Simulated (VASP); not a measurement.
# Al (Im-3m) in VASP: a series of runs

Al is run at these levels: revPBE; tasks: single point.

Everything below comes from runs of VASP 6.6.1. Logs are shortened: lines on timing, memory, paths and dates and some standing lists are left out, and cuts for length are marked.

## Step 1: The cell of the first run

It takes space group Im-3m (No. 229, cubic). The conventional cell has a = 3.295 Å, b = 3.295 Å, c = 3.295 Å, α = 90.00°, β = 90.00°, γ = 90.00°. Within 3.8 Å of Al (site symmetry m-3m) lie 14 Al at 2.85 to 3.30 Å.

## Step 2: Single point, revPBE (volume scaled by 1.04)

Input file INCAR:

```
PREC = Accurate
ENCUT = 520
EDIFF = 1E-6
ISMEAR = -1
SIGMA = 0.1
LREAL = False
LASPH = True
NELM = 100
ALGO = Normal
ISIF = 2
LWAVE = False
LCHARG = True
GGA = RE
LELF = True
LVHAR = True
NBANDS = 8
```

Input file KPOINTS:

```
Automatic mesh
0
Gamma
  15 15 15
```

Input file POSCAR:

```
Al
1.0
   -1.6475803516      1.6475803516      1.6475803516
    1.6475803516     -1.6475803516      1.6475803516
    1.6475803516      1.6475803516     -1.6475803516
Al
1
Direct
    0.0000000000      0.0000000000      0.0000000000
```

Potentials or basis: VASP PAW PBE potentials, release 64 (Al).

On the command line:

```sh
$ cat potpaw_PBE.64/Al/POTCAR > POTCAR
$ mpirun -np 1 vasp_std > vasp.out
```

OUTCAR:

```text
PREC = Accurate
   ENCUT = 520
   EDIFF = 1E-6
   ISMEAR = -1
   LREAL = False
   LASPH = True
   NELM = 100
   ISIF = 2
   GGA = RE

 ion  position               nearest neighbor table
   1  0.000  0.000  0.000-

  LATTYP: Found a body centered cubic cell.
 ALAT       =     3.2951607032

  Lattice vectors:

 A1 = (  -1.6475803516,   1.6475803516,   1.6475803516)
 A2 = (   1.6475803516,  -1.6475803516,   1.6475803516)
 A3 = (   1.6475803516,   1.6475803516,  -1.6475803516)

Analysis of symmetry for initial positions (statically):
=====================================================================
 Subroutine PRICEL returns:
 Original cell was already a primitive cell.

 Routine SETGRP: Setting up the symmetry group for a
 body centered cubic supercell.

 Subroutine GETGRP returns: Found 48 space group operations
 (whereof 48 operations were pure point group operations)
 out of a pool of 48 trial point group operations.

The static configuration has the point symmetry O_h .

Analysis of symmetry for dynamics (positions and initial velocities):
=====================================================================
 Subroutine PRICEL returns:
 Original cell was already a primitive cell.

 Routine SETGRP: Setting up the symmetry group for a
 body centered cubic supercell.

 Subroutine GETGRP returns: Found 48 space group operations
 (whereof 48 operations were pure point group operations)
 out of a pool of 48 trial point group operations.

The dynamic configuration has the point symmetry O_h .

 Subroutine INISYM returns: Found 48 space group operations
 (whereof 48 operations are pure point group operations),
 and found     1 'primitive' translations

----------------------------------------------------------------------------------------

                                     Primitive cell

  volume of cell :      17.8896

  direct lattice vectors                    reciprocal lattice vectors
    -1.647580352  1.647580352  1.647580352     0.000000000  0.303475336  0.303475336
     1.647580352 -1.647580352  1.647580352     0.303475336  0.000000000  0.303475336
     1.647580352  1.647580352 -1.647580352     0.303475336  0.303475336  0.000000000

  length of vectors
     2.853692879  2.853692879  2.853692879     0.429178935  0.429178935  0.429178935

  position of ions in fractional coordinates (direct lattice)
     0.000000000  0.000000000  0.000000000

  ion indices of the primitive-cell ions
   primitive index   ion index
                 1           1

----------------------------------------------------------------------------------------

 KPOINTS: Automatic mesh

Automatic generation of k-mesh.
 Grid dimensions read from file:
 generate k-points for:   15   15   15

 Generating k-lattice:

  Cartesian coordinates                     Fractional coordinates (reciprocal lattice)
     0.000000000  0.020231689  0.020231689     0.066666667  0.000000000  0.000000000
     0.020231689  0.000000000  0.020231689     0.000000000  0.066666667  0.000000000
     0.020231689  0.020231689  0.000000000     0.000000000  0.000000000  0.066666667

  Length of vectors
     0.028611929  0.028611929  0.028611929

  Shift w.r.t. Gamma in fractional coordinates (k-lattice)
     0.000000000  0.000000000  0.000000000

 Subroutine IBZKPT returns following result:
 ===========================================

 Found    120 irreducible k-points:

 Following reciprocal coordinates:
            Coordinates               Weight
  0.000000  0.000000  0.000000      1.000000
  0.066667  0.000000  0.000000     12.000000
  0.133333  0.000000  0.000000     12.000000
  0.200000  0.000000  0.000000     12.000000
  0.266667  0.000000  0.000000     12.000000
  0.333333  0.000000  0.000000     12.000000
[... 16 lines left out ...]
  0.333333  0.200000  0.000000     48.000000
  0.400000  0.200000  0.000000     24.000000
 [... further k-points ...]
   k-points           NKPTS =    120   k-points in BZ     NKDIM =    120   number of bands    NBANDS=      8
   number of dos      NEDOS =    301   number of ions     NIONS =      1
   total plane-waves  NPLWV =  13824
   dimension x,y,z NGX =    24 NGY =   24 NGZ =   24
   dimension x,y,z NGXF=    48 NGYF=   48 NGZF=   48
   ions per type =               1
   NGX,Y,Z   is equivalent  to a cutoff of  13.98, 13.98, 13.98 a.u.
   NGXF,Y,Z  is equivalent  to a cutoff of  27.96, 27.96, 27.96 a.u.
 SYSTEM =  unknown system
   PREC   = accura    normal or accurate (medium, high low for compatibility)
   ISTART =      0    job   : 0-new  1-cont  2-samecut
   ICHARG =      2    charge: 1-file 2-atom 10-const
   ISPIN  =      1    spin polarized calculation?
   LNONCOLLINEAR =      F non collinear calculations
   LSORBIT =      F    spin-orbit coupling
   LASPH  =      T    aspherical Exc in radial PAW
   ENCUT  =  520.0 eV  38.22 Ry    6.18 a.u.   5.31  5.31  5.31*2*pi/ulx,y,z
   NELM   =    100;   NELMIN=  2; NELMDL= -5     # of ELM steps
   EDIFF  = 0.1E-05   stopping-criterion for ELM
   LREAL  =      F    real-space projection
   EDIFFG = 0.1E-04   stopping-criterion for IOM
   NSW    =      0    number of steps for IOM
   IBRION =     -1    ionic relax: 0-MD 1-quasi-New 2-CG
   NFREE  =      0    steps in history (QN), initial steepest desc. (CG)
   ISIF   =      2    stress and relaxation
   ISYM   =      2    0-nonsym 1-usesym 2-fastsym
   POTIM  = 0.5000    time-step for ionic-motion
   TEBEG  =    0.0;   TEEND  =   0.0 temperature during run
   PSTRESS=    0.0 pullay stress
   NELECT =       3.0000    total number of electrons
   NUPDOWN=      -1.0000    fix difference up-down
   EMIN   =  10.00;   EMAX   =-10.00  energy-range for DOS
   EFERMI =   0.00;   METHOD = LEGACY
   ISMEAR =    -1;   SIGMA  =   0.10  broadening in eV -4-tet -1-fermi 0-gaus
   EFERMI_NEDOS =   21; number of points for ismear=-14 and -15
   IALGO  =     38    algorithm
   IMIX   =      4    mixing-type and parameters
     AMIX     =   0.40;   BMIX     =  1.00
     AMIX_MAG =   1.60;   BMIX_MAG =  1.00
  volume/ion in A,a.u.               =      17.89       120.72
  Fermi-wavevector in a.u.,A,eV,Ry     =   0.902780  1.706007 11.088910  0.815012
  Thomas-Fermi vector in A             =   2.026025
   LORBIT       =      0    0 simple, 1 ext, 2 COOP (PROOUT), +10 PAW based schemes
   GGA     = RE    functional components
   LHFCALC =     F    Hartree Fock is set to
   AEXX    =    0.0000 exact exchange contribution
   IVDW    =     0    specifies the selected vdW correction
   LEPSILON=     F    determine dielectric tensor
   LRPA    =     F    only Hartree local field effects (RPA)
 non-spin polarized calculation
  energy-cutoff  :      520.00
  volume of cell :       17.89
 maximum number of plane-waves:       490
 NGX is ok and might be reduce to    24
   NGX = 11   NGY = 11   NGZ = 11

 number of electron       3.0000000 magnetization

 Free energy of the ion-electron system (eV)
  ---------------------------------------------------
  ext. energy  EPLUGINS =         0.00000000
  ---------------------------------------------------
  free energy    TOTEN  =        -3.45997740 eV

  energy without entropy =       -3.44506578  energy(sigma->0) =       -3.45252159

 E-fermi :   7.2385     XC(G=0):  -9.8721

 val. band max:        7.2299003022   @ k =   0.2667   0.2000   0.0667
 cond. band min:       7.3459627117   @ k =  -0.3333  -0.4667   0.1333
 fundamental gap:      0.1160624095
 Fermi energy:         7.2384779412

 k-point     1 :       0.0000    0.0000    0.0000
  band No.  band energies     occupation
      1      -3.3297      2.00000
      2      20.0246      0.00000
      3      20.0246      0.00000
      4      20.0246      0.00000
      5      20.9142      0.00000
      6      20.9142      0.00000
      7      20.9142      0.00000
      8      22.9377      0.00000

 k-point     2 :       0.0667    0.0000    0.0000
  band No.  band energies     occupation
      1      -3.2084      2.00000
      2      18.4059      0.00000
      3      19.0031      0.00000
      4      19.5408      0.00000
      5      20.5151      0.00000
      6      21.5933      0.00000
      7      22.0537      0.00000
      8      22.1389      0.00000

 k-point     3 :       0.1333    0.0000    0.0000
  band No.  band energies     occupation
      1      -2.8452      2.00000
      2      15.8703      0.00000
      3      17.8372      0.00000
      4      18.5586      0.00000
      5      19.6460      0.00000
      6      20.8379      0.00000
      7      22.5938      0.00000
      8      23.0484      0.00000

 k-point     4 :       0.2000    0.0000    0.0000
  band No.  band energies     occupation
      1      -2.2416      2.00000
      2      13.2478      0.00000
      3      16.8539      0.00000
      4      17.5530      0.00000
      5      18.7348      0.00000
      6      19.9876      0.00000
      7      23.4237      0.00000
      8      23.4835      0.00000

 k-point     5 :       0.2667    0.0000    0.0000
  band No.  band energies     occupation
      1      -1.4006      2.00000
      2      10.7314      0.00000
      3      16.0671      0.00000
      4      16.6876      0.00000
      5      17.9485      0.00000
      6      19.2580      0.00000
      7      24.1359      0.00000
      8      24.3851      0.00000
[... 177 lines left out ...]
 k-point    22 :       0.2667    0.2000   -0.0000
  band No.  band energies     occupation
      1       1.0956      2.00000
      2       8.0214      0.00080
      3       9.7571      0.00000
      4      14.7051      0.00000
      5      20.0080      0.00000
      6      21.4395      0.00000
      7      24.8242      0.00000
      8      26.7635      0.00000

 k-point    23 :       0.3333    0.2000    0.0000
  band No.  band energies     occupation
      1       2.5025      2.00000
      2       5.9876      1.99999
      3       9.4100      0.00000
      4      14.3928      0.00000
      5      19.7139      0.00000
      6      22.4497      0.00000
      7      24.4998      0.00000
      8      26.6035      0.00000

 k-point    24 :       0.4000    0.2000    0.0000
  band No.  band energies     occupation
      1       3.9820      2.00000
      2       4.2969      2.00000
      3       9.2956      0.00000
      4      14.2879      0.00000
      5      19.6135      0.00000
      6      23.0459      0.00000
      7      24.2869      0.00000
      8      26.1532      0.00000

 [... further k-points ...]

------------------------ aborting loop because EDIFF is reached ----------------------------------------

  FORCE on cell =-STRESS in cart. coord.  units (eV):
  Direction    XX          YY          ZZ          XY          YZ          ZX
  --------------------------------------------------------------------------------------
  -------------------------------------------------------------------------------------
  Total       -0.2943772     -0.2943772     -0.2943772     -0.0000000     -0.0000000     -0.0000000
  in kB      -26.3642172    -26.3642172    -26.3642172     -0.0000000     -0.0000000     -0.0000000
  external PRESSURE =     -26.3642172 kB  Pullay stress =       0.0000000 kB

 VOLUME and BASIS-vectors are now :
 -----------------------------------------------------------------------------
  energy-cutoff  :      520.00
  volume of cell :       17.89
      direct lattice vectors                 reciprocal lattice vectors
    -1.647580352  1.647580352  1.647580352     0.000000000  0.303475336  0.303475336
     1.647580352 -1.647580352  1.647580352     0.303475336  0.000000000  0.303475336
     1.647580352  1.647580352 -1.647580352     0.303475336  0.303475336  0.000000000

 POSITION                                       TOTAL-FORCE (eV/Angst)
 -----------------------------------------------------------------------------------
      0.00000      0.00000      0.00000         0.000000      0.000000     -0.000000
 -----------------------------------------------------------------------------------
    total drift:                                0.000000     -0.000000     -0.000000

  FREE ENERGIE OF THE ION-ELECTRON SYSTEM (eV)
  ---------------------------------------------------
  free  energy   TOTEN  =        -3.4599774040 eV

  energy  without entropy=       -3.4450657829  energy(sigma->0) =       -3.45252159
```

Wall time 8.7 s (1 thread of Intel Xeon Platinum 8259CL at 2.50GHz (Skylake/Cascade Lake), shared host); peak memory 0.13 GiB.

Results:

| Property | Result |
| --- | --- |
| Free energy | -3.4600 eV |
| Pressure | -2.6 GPa |

Levels at points of the mesh, in eV from the Fermi level:
```tsv
k point	band 1	band 2	band 3	band 4	band 5	band 6
(0.00, 0.00, 0.00)	-10.57	12.79	12.79	12.79	13.68	13.68
```

Caveat: the PAW data sets were made with another functional, which shifts forces and pressure a little.

## Step 3: Single point, revPBE (volume scaled by 1.08)

Input file INCAR:

```
SYSTEM = Al
ALGO     = Normal         ! electronic algorithm
EDIFF    = 1E-6           ! SCF threshold, eV
ENCUT    = 520            ! plane-wave cutoff, eV
GGA      = RE             ! functional
ISIF     = 2              ! what is computed and relaxed
ISMEAR   = -1             ! smearing method
LASPH    = .True.         ! aspherical terms in the spheres
LCHARG   = .False.        ! write CHGCAR
LREAL    = .False.        ! projectors in reciprocal space
LWAVE    = .False.        ! write WAVECAR
NBANDS   = 8              ! bands
NELM     = 80             ! most SCF steps
PREC     = Accurate       ! precision mode
SIGMA    = 0.1            ! smearing width, eV
```

Input file KPOINTS:

```
k-points
0
Gamma
  15 15 15
  0 0 0
```

Input file POSCAR:

```
Al
1.0
   -1.6684380134      1.6684380134      1.6684380134
    1.6684380134     -1.6684380134      1.6684380134
    1.6684380134      1.6684380134     -1.6684380134
Al
1
Direct
    0.0000000000      0.0000000000      0.0000000000
```

Potentials or basis: VASP PAW PBE potentials, release 64 (Al).

On the command line:

```sh
$ cat potpaw_PBE.64/Al/POTCAR > POTCAR
$ mpirun -np 1 vasp_std > vasp.out
```

Run time: 8 s. Hardware: 1 thread of Intel Xeon Platinum 8259CL at 2.50GHz (Skylake/Cascade Lake), shared host; peak memory 0.14 GiB.

Results (log left out):

```yaml
Free_energy: -3.4444 eV
Pressure: -4.5 GPa
```

Levels at points of the mesh, in eV from the Fermi level:
| k point | band 1 | band 2 | band 3 | band 4 |
| --- | --- | --- | --- | --- |
| (0.00, 0.00, 0.00) | -10.31 | 12.58 | 12.58 | 12.58 |

Caveat: the PAW data sets were made with another functional, which shifts forces and pressure a little.

(Part 1 of 2 ends here.)
